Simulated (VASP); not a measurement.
# Os (P6_3/mmc) in VASP: notebook, part 2 of 2

VASP 6.6.1.

**5. Single point, LDA**

This run uses another cell than the first one, of 13.71 Å³/atom.

INCAR reads:

```
  PREC = Accurate
  ENCUT = 520
  EDIFF = 1E-7
  ISMEAR = -1
  SIGMA = 0.15
  LREAL = False
  LASPH = True
  NELM = 80
  ALGO = Fast
  ISIF = 2
  LWAVE = False
  LCHARG = False
  GGA = CA
  NBANDS = 15
```

KPOINTS reads:

```
regular mesh
0
Gamma
  24 24 14
```

POSCAR reads:

```
Os
1.0
    2.7165535919      0.0000000029      0.0000000000
   -1.3582767985      2.3526044199      0.0000000000
    0.0000000000      0.0000000000      4.2904086646
Os
2
Direct
    0.3333333333      0.6666666667      0.2500000000
    0.6666666667      0.3333333333      0.7500000000
```

Potentials or basis: VASP PAW LDA potentials, release 64 (Os).

Command:

```sh
$ cat potpaw_LDA.64/Os/POTCAR > POTCAR
$ mpirun -np 1 vasp_std > vasp.out
```

OUTCAR:

```text
PREC = Accurate
   ENCUT = 520
   EDIFF = 1E-7
   ISMEAR = -1
   LREAL = False
   LASPH = True
   NELM = 80
   ISIF = 2
   GGA = CA

 ion  position               nearest neighbor table
   1  0.333  0.667  0.250-   2 2.66   2 2.66   2 2.66   2 2.66   2 2.66   2 2.66
   2  0.667  0.333  0.750-   1 2.66   1 2.66   1 2.66   1 2.66   1 2.66   1 2.66

  LATTYP: Found a hexagonal cell.
 ALAT       =     2.7165535919
 C/A-ratio  =     1.5793572700

  Lattice vectors:

 A1 = (   2.7165535919,   0.0000000029,   0.0000000000)
 A2 = (  -1.3582767985,   2.3526044199,   0.0000000000)
 A3 = (   0.0000000000,   0.0000000000,   4.2904086646)

Analysis of symmetry for initial positions (statically):
=====================================================================
 Subroutine PRICEL returns:
 Original cell was already a primitive cell.

 Routine SETGRP: Setting up the symmetry group for a
 hexagonal supercell.

 Subroutine GETGRP returns: Found 24 space group operations
 (whereof 12 operations were pure point group operations)
 out of a pool of 24 trial point group operations.
[... 177 lines left out ...]
      4       6.5421      2.00000
      5       6.8053      2.00000
      6       7.4107      2.00000
      7       7.4107      2.00000
      8       8.0810      1.99997
      9       8.0810      1.99997
     10       9.8557      0.59588
     11      11.4322      0.00002
     12      11.4322      0.00002
     13      19.0277      0.00000
     14      23.8123      0.00000
[... 401 lines left out ...]
      2       2.6110      2.00000
      3       3.1035      2.00000
      4       6.0279      2.00000
      5       6.7137      2.00000
      6       7.0747      2.00000
      7       7.7726      2.00000
      8      11.7811      0.00000
      9      12.2269      0.00000
     10      12.4750      0.00000
     11      14.0584      0.00000
     12      15.9369      0.00000
     13      19.2701      0.00000
     14      21.2545      0.00000
     15      21.9609      0.00000

 [... further k-points ...]

------------------------ aborting loop because EDIFF is reached ----------------------------------------

  FORCE on cell =-STRESS in cart. coord.  units (eV):
  Direction    XX          YY          ZZ          XY          YZ          ZX
  --------------------------------------------------------------------------------------
  -------------------------------------------------------------------------------------
  Total        0.1709701      0.1709701      0.1489561     -0.0000000      0.0000000      0.0000000
  in kB        9.9899876      9.9899876      8.7036849     -0.0000000      0.0000000      0.0000000
  external PRESSURE =       9.5612200 kB  Pullay stress =       0.0000000 kB

 VOLUME and BASIS-vectors are now :
 -----------------------------------------------------------------------------
  energy-cutoff  :      520.00
  volume of cell :       27.42
      direct lattice vectors                 reciprocal lattice vectors
     2.716553592  0.000000003  0.000000000     0.368113481  0.212530418  0.000000000
    -1.358276798  2.352604420  0.000000000    -0.000000000  0.425060835  0.000000000
     0.000000000  0.000000000  4.290408665     0.000000000  0.000000000  0.233078030

 POSITION                                       TOTAL-FORCE (eV/Angst)
 -----------------------------------------------------------------------------------
     -0.00000      1.56840      1.07260        -0.000000      0.000000      0.000000
      1.35828      0.78420      3.21781         0.000000     -0.000000      0.000000
 -----------------------------------------------------------------------------------
    total drift:                               -0.000000      0.000000     -0.000000

  FREE ENERGIE OF THE ION-ELECTRON SYSTEM (eV)
  ---------------------------------------------------
  free  energy   TOTEN  =       -25.3508702138 eV

  energy  without entropy=      -25.2612618652  energy(sigma->0) =      -25.30606604
```

stdout:

```text
POSCAR found type information on POSCAR Os
 POSCAR found :  1 types and       2 ions
 scaLAPACK will be used
 LDA part: xc-table for (Slater(with rela. corr.)+CA(PZ))
 , standard interpolation
 POSCAR, INCAR and KPOINTS ok, starting setup
 FFT: planning ... GRIDC
 FFT: planning ... GRID_SOFT
 FFT: planning ... GRID
 WAVECAR not read
 entering main loop
```

Wall time 4.2 min (1 thread of Intel Xeon 8259CL, shared host); peak memory 0.27 GiB.

Results:

```
Free energy            : -25.3509 eV
Pressure               : 1.0 GPa
Band gap on the k mesh : zero (bands 8 and 9 overlap by 4.00 eV)
```

Stress tensor (GPa, compression positive):
```
1.00 0.00 0.00
0.00 1.00 0.00
0.00 0.00 0.87
```

Levels at points of the mesh, in eV from the Fermi level:
| k point | band 6 | band 7 | band 8 | band 9 | band 10 | band 11 |
| --- | --- | --- | --- | --- | --- | --- |
| (0.00, 0.00, 0.00) | -2.32 | -2.32 | -1.65 | -1.65 | 0.13 | 1.71 |
| (0.50, 0.00, 0.00) | -2.64 | -1.95 | 2.07 | 2.65 | 2.78 | 4.54 |
| (0.00, 0.00, 0.50) | -3.38 | -3.38 | -3.38 | 0.89 | 0.89 | 0.89 |
| (0.50, 0.00, 0.50) | -1.28 | -0.12 | -0.12 | 2.42 | 2.42 | 3.40 |

Caveat: spin-orbit coupling is left out, which moves the levels of the heavy elements.

**6. Relaxation of cell and atoms, LDA**

This run uses another cell than the first one, of 13.69 Å³/atom.

INCAR reads:

```
SYSTEM = Os
PREC = Accurate ; ENCUT = 600
EDIFF = 1E-6 ; ISMEAR = 0
SIGMA = 0.1 ; LREAL = .False.
LASPH = .True. ; NELM = 100
ALGO = Fast ; ISIF = 3
LWAVE = .False. ; LCHARG = .False.
IBRION = 2 ; NSW = 100
EDIFFG = -0.002
```

KPOINTS reads:

```
Automatic mesh
0
Gamma
  24 24 14
  0 0 0
```

POSCAR reads:

```
Os
1.0
    2.7126599962      0.0000000029      0.0000000000
   -1.3563300006      2.3492324671      0.0000000000
    0.0000000000      0.0000000000      4.2950757208
Os
2
Direct
    0.3333333333      0.6666666667      0.2500000000
    0.6666666667      0.3333333333      0.7500000000
```

Potentials or basis: VASP PAW LDA potentials, release 64 (Os).

Command:

```sh
$ cat potpaw_LDA.64/Os/POTCAR > POTCAR
$ mpirun -np 1 vasp_std > vasp.out
```

Run time: 11 min. Hardware: 1 thread of Intel Xeon 8259CL, shared host; peak memory 0.31 GiB.

Results (log left out):

```yaml
Free_energy: -25.3116 eV
Relaxed_volume: 13.74 Å³/atom
Relaxed_cell: a = 2.719 Å, b = 2.719 Å, c = 4.291 Å, α = 90.00°, β = 90.00°, γ = 120.00°
Space_group_after_relaxing_to_0.1_Å: P6_3/mmc (No. 194)
Energy_gained_by_relaxing: 0.4 meV/atom
Ionic_steps: 5
Pressure_after_relaxing: 0.0 GPa
Band_gap_on_the_k_mesh: zero (bands 8 and 9 overlap by 3.98 eV)
```

Step by step:
```csv
step,energy change (eV),largest force (eV/Å),pressure (GPa),volume (Å³)
1,0.0000,0.0000,1.56,27.37
2,0.0087,0.0000,-6.69,27.90
3,-0.0007,0.0000,-0.28,27.48
4,-0.0006,0.0000,0.39,27.45
5,-0.0008,0.0000,0.00,27.47
```

Final structure:
```
CELL_PARAMETERS angstrom
2.71889 0.00000 0.00000
-1.35945 2.35463 0.00000
0.00000 0.00000 4.29106
ATOMIC_POSITIONS crystal
Os 0.33333 0.66667 0.25000
Os 0.66667 0.33333 0.75000
```

Levels at points of the mesh, in eV from the Fermi level:
```
           k point  band 5  band 6  band 7  band 8  band 9  band 10  band 11  band 12
(0.00, 0.00, 0.00)   -2.91   -2.32   -2.32   -1.65   -1.65     0.13     1.69     1.69
(0.50, 0.00, 0.00)   -2.92   -2.64   -1.95    2.05    2.63     2.77     4.52     5.85
(0.00, 0.00, 0.50)   -3.39   -3.39   -3.39   -3.39    0.88     0.88     0.88     0.88
(0.50, 0.00, 0.50)   -1.28   -1.28   -0.12   -0.12    2.40     2.40     3.38     3.38
```

Caveat: spin-orbit coupling is left out, which moves the levels of the heavy elements.

**7. Relaxation of cell and atoms, LDA**

This run uses another cell than the first one, of 13.70 Å³/atom.

INCAR reads:

```
ALGO = Fast
EDIFF = 1E-6
EDIFFG = -0.001
ENCUT = 600
IBRION = 2
ISIF = 3
ISMEAR = -1
LASPH = True
LCHARG = False
LREAL = False
LWAVE = False
NELM = 100
NSW = 80
PREC = Accurate
SIGMA = 0.15
```

KPOINTS reads:

```
k-points
0
Gamma
  24 24 14
```

POSCAR reads:

```
Os
1.0
    2.7162815018      0.0000000029      0.0000000000
   -1.3581407534      2.3523687829      0.0000000000
    0.0000000000      0.0000000000      4.2882884189
Os
2
Direct
    0.3333333333      0.6666666667      0.2500000000
    0.6666666667      0.3333333333      0.7500000000
```

Potentials or basis: VASP PAW LDA potentials, release 64 (Os).

Command:

```sh
$ cat potpaw_LDA.64/Os/POTCAR > POTCAR
$ mpirun -np 1 vasp_std > vasp.out
```

OUTCAR:

```text
EDIFF = 1E-6
   EDIFFG = -0.001
   ENCUT = 600
   IBRION = 2
   ISIF = 3
   ISMEAR = -1
   LASPH = True
   LREAL = False
   NELM = 100
   NSW = 80
   PREC = Accurate

 ion  position               nearest neighbor table
   1  0.333  0.667  0.250-   2 2.66   2 2.66   2 2.66   2 2.66   2 2.66   2 2.66
   2  0.667  0.333  0.750-   1 2.66   1 2.66   1 2.66   1 2.66   1 2.66   1 2.66

  LATTYP: Found a hexagonal cell.
 ALAT       =     2.7162815018
 C/A-ratio  =     1.5787349051

  Lattice vectors:

 A1 = (   2.7162815018,   0.0000000029,   0.0000000000)
 A2 = (  -1.3581407534,   2.3523687829,   0.0000000000)
 A3 = (   0.0000000000,   0.0000000000,   4.2882884189)

Analysis of symmetry for initial positions (statically):
=====================================================================
 Subroutine PRICEL returns:
 Original cell was already a primitive cell.

 Routine SETGRP: Setting up the symmetry group for a
 hexagonal supercell.

 Subroutine GETGRP returns: Found 24 space group operations
 (whereof 12 operations were pure point group operations)
 out of a pool of 24 trial point group operations.

The static configuration has the point symmetry D_3d.
 The point group associated with its full space group is D_6h.

Analysis of symmetry for dynamics (positions and initial velocities):
=====================================================================
 Subroutine PRICEL returns:
 Original cell was already a primitive cell.

 Routine SETGRP: Setting up the symmetry group for a
 hexagonal supercell.

 Subroutine GETGRP returns: Found 24 space group operations
 (whereof 12 operations were pure point group operations)
 out of a pool of 24 trial point group operations.

The dynamic configuration has the point symmetry D_3d.
 The point group associated with its full space group is D_6h.

 Subroutine INISYM returns: Found 24 space group operations
 (whereof 12 operations are pure point group operations),
 and found     1 'primitive' translations

[... 135 lines left out ...]

 number of electron      16.0000001 magnetization

 Free energy of the ion-electron system (eV)
  ---------------------------------------------------
  ext. energy  EPLUGINS =         0.00000000
  ---------------------------------------------------
  free energy    TOTEN  =       -25.35496955 eV

  energy without entropy =      -25.26549495  energy(sigma->0) =      -25.31023225

------------------------ aborting loop because EDIFF is reached ----------------------------------------

  FORCE on cell =-STRESS in cart. coord.  units (eV):
  Direction    XX          YY          ZZ          XY          YZ          ZX
  --------------------------------------------------------------------------------------
  -------------------------------------------------------------------------------------
  Total        0.2461106      0.2461106      0.2706841      0.0000000      0.0000000      0.0000000
  in kB       14.3905297     14.3905297     15.8273859      0.0000000      0.0000000      0.0000000
  external PRESSURE =      14.8694818 kB  Pullay stress =       0.0000000 kB
[... 275 lines left out ...]
--------------------------------------- Ionic step        9  -------------------------------------------

 number of electron      16.0000001 magnetization

 Free energy of the ion-electron system (eV)
  ---------------------------------------------------
  ext. energy  EPLUGINS =         0.00000000
  ---------------------------------------------------
  free energy    TOTEN  =       -25.35540426 eV

  energy without entropy =      -25.26547402  energy(sigma->0) =      -25.31043914

 E-fermi :   9.6860     XC(G=0): -14.2784

 val. band max:        9.6854775062   @ k =   0.0417   0.0000   0.3571
 cond. band min:       9.6862096056   @ k =   0.1667   0.1667   0.0714
 fundamental gap:      0.0007320994
 Fermi energy:         9.6859581803

 k-point     1 :       0.0000    0.0000    0.0000
  band No.  band energies     occupation
      1      -1.3628      2.00000
      2       1.7325      2.00000
      3       6.5129      2.00000
      4       6.5129      2.00000
      5       6.7787      2.00000
      6       7.3786      2.00000
      7       7.3786      2.00000
      8       8.0432      1.99996
      9       8.0432      1.99996
     10       9.8169      0.58940
     11      11.3844      0.00002
     12      11.3844      0.00002
[... 331 lines left out ...]
 k-point    24 :       0.4583    0.0417    0.0000
  band No.  band energies     occupation
      1       2.3376      2.00000
      2       2.5903      2.00000
      3       3.0865      2.00000
      4       5.9986      2.00000
      5       6.6782      2.00000
      6       7.0442      2.00000
      7       7.7398      2.00000
      8      11.7285      0.00000
      9      12.1733      0.00000
     10      12.4233      0.00000
     11      13.9988      0.00000
     12      15.8714      0.00000

 [... further k-points ...]

------------------------ aborting loop because EDIFF is reached ----------------------------------------

  FORCE on cell =-STRESS in cart. coord.  units (eV):
  Direction    XX          YY          ZZ          XY          YZ          ZX
  --------------------------------------------------------------------------------------
  -------------------------------------------------------------------------------------
  Total        0.0008705      0.0008705     -0.0011367      0.0000000     -0.0000000      0.0000000
  in kB        0.0507275      0.0507275     -0.0662422      0.0000000     -0.0000000      0.0000000
  external PRESSURE =       0.0117376 kB  Pullay stress =       0.0000000 kB
[... 17 lines left out ...]
  FREE ENERGIE OF THE ION-ELECTRON SYSTEM (eV)
  ---------------------------------------------------
  free  energy   TOTEN  =       -25.3554042584 eV

  energy  without entropy=      -25.2654740200  energy(sigma->0) =      -25.31043914

 reached required accuracy - stopping structural energy minimisation
```

OSZICAR:

```text
N       E                     dE             d eps       ncg     rms          rms(c)
DAV:   1     0.114140927055E+03    0.11414E+03   -0.84390E+03 11712   0.144E+03
DAV:   2    -0.186779615497E+02   -0.13282E+03   -0.12062E+03 12320   0.414E+02
DAV:   3    -0.267296849790E+02   -0.80517E+01   -0.73417E+01 14424   0.835E+01
[... 56 lines left out ...]
RMM:   3    -0.253554040298E+02    0.31504E-05   -0.13409E-05 11523   0.275E-02    0.514E-03
RMM:   4    -0.253554041883E+02   -0.15849E-06   -0.14659E-06  5948   0.165E-02
   8 F= -.25355404E+02 E0= -.25310443E+02  d E =-.580492E-06
       N       E                     dE             d eps       ncg     rms          rms(c)
DAV:   1    -0.253554043124E+02   -0.28255E-06   -0.24886E-06 11228   0.159E-02    0.801E-03
RMM:   2    -0.253554042584E+02    0.54042E-07   -0.62440E-08  5530   0.309E-03
   9 F= -.25355404E+02 E0= -.25310439E+02  d E =-.650506E-06
```

Wall time 13 min (1 thread of Intel Xeon 8259CL, shared host); peak memory 0.31 GiB.

What came out:

| Quantity | Value |
| --- | --- |
| Free energy | -25.3554 eV |
| Relaxed volume | 13.75 Å³/atom |
| Relaxed cell | a = 2.719 Å, b = 2.719 Å, c = 4.293 Å, α = 90.00°, β = 90.00°, γ = 120.00° |
| Space group after relaxing (to 0.1 Å) | P6_3/mmc (No. 194) |
| Energy gained by relaxing | 0.2 meV/atom |
| Ionic steps | 9 |
| Pressure after relaxing | 0.0 GPa |
| Band gap on the k mesh | zero (bands 8 and 9 overlap by 3.98 eV) |

Step by step:
```
step  energy change (eV)  largest force (eV/Å)  pressure (GPa)  volume (Å³)
   1              0.0000                0.0000            1.49        27.40
   2              0.0083                0.0000           -6.58        27.91
   3             -0.0004                0.0000            0.01        27.49
   4             -0.0004                0.0000            0.01        27.49
   5             -0.0004                0.0000           -0.13        27.50
   6             -0.0004                0.0000           -0.07        27.50
   7             -0.0004                0.0000            0.24        27.48
   8             -0.0004                0.0000            0.03        27.49
   9             -0.0004                0.0000            0.00        27.49
```

Final structure:
```xyz
2
Lattice="2.7192 0.0000 0.0000 -1.3596 2.3549 0.0000 0.0000 0.0000 4.2934" Properties=species:S:1:pos:R:3 pbc="T T T"
Os    0.0000    1.5699    1.0733
Os    1.3596    0.7850    3.2200
```

Caveat: spin-orbit coupling is left out, which moves the levels of the heavy elements.

**8. The runs side by side**

| task | cell | k mesh | cutoff (eV) | smearing | gap on the mesh (eV) | pressure (GPa) | relaxed volume (Å³/atom) |
| --- | --- | --- | --- | --- | --- | --- | --- |
| single point | a = 2.746, b = 2.746, c = 4.326 Å, angles 90.0, 90.0, 120.0°, 2 atoms | 9 × 9 × 4 | 520 | gaussian 0.1 eV | none | -12.2 | - |
| single point | a = 2.713, b = 2.713, c = 4.295 Å, angles 90.0, 90.0, 120.0°, 2 atoms | 9 × 9 × 6 | 520 | gaussian 0.1 eV | none | 1.1 | - |
| single point | a = 2.716, b = 2.716, c = 4.288 Å, angles 90.0, 90.0, 120.0°, 2 atoms | 24 × 24 × 14 | 520 | gaussian 0.1 eV | none | 0.9 | - |
| single point | a = 2.717, b = 2.717, c = 4.290 Å, angles 90.0, 90.0, 120.0°, 2 atoms | 24 × 24 × 14 | 520 | fermi-dirac 0.15 eV | none | 1.0 | - |
| relaxation of cell and atoms | relaxed from a = 2.713, b = 2.713, c = 4.295 Å, angles 90.0, 90.0, 120.0°, 2 atoms | 24 × 24 × 14 | 600 | gaussian 0.1 eV | none | 0.0 | 13.74 |
| relaxation of cell and atoms | relaxed from a = 2.716, b = 2.716, c = 4.288 Å, angles 90.0, 90.0, 120.0°, 2 atoms | 24 × 24 × 14 | 600 | fermi-dirac 0.15 eV | none | 0.0 | 13.75 |

Alike in all rows: level LDA; potentials or basis VASP PAW LDA potentials, release 64 (Os); no spin polarisation.

Caveats: some runs use coarse meshes; spin-orbit coupling is left out, which moves the levels of the heavy elements.

Total energies depend on the potentials used, so only differences within one code and one set of settings carry meaning.

The gap in the log of VASP goes by the Fermi energy; the results here count the filled bands.